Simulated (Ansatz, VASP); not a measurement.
# One calculation of MoS2, two programs

```
Mo S
1.0
     3.14118    0.00000    0.00000
    -1.57059    2.72035    0.00000
     0.00000    0.00000    6.12471
Mo S
1 2
Cartesian
  0.0000 0.0000 3.0624
  0.0000 1.8136 1.4764
  1.5706 0.9068 4.6483
```

Alike in both runs: functional PBEsol; k mesh 18 × 18 × 8; occupations gaussian, width 0.1 eV; no spin polarisation.

Ansatz relaxed the structure, and its values are those at the end. VASP's run is a single point on that final structure, the one shown.

|  | VASP | Ansatz |
| --- | --- | --- |
| version | VASP 6.6.1 | Ansatz 0.2.0 |
| potentials or method | VASP PAW PBE potentials, release 64 (Mo_sv, S), cutoff 520 eV | scalar-relativistic, plane waves, PAW |
| valence electrons in the cell | 26 | 26 |

|  | VASP | Ansatz | Ansatz less VASP |
| --- | --- | --- | --- |
| gap on the k mesh at the Fermi level (eV) | none | none | - |
| pressure (GPa) | 0.0 | 0.0 | -0.01 |

VASP's potentials were made for PBE, not for PBEsol. A gap of «none» marks a metal or a gap that the smearing closes. The functional is the same, so the differences come from potentials, cutoffs and numerics.
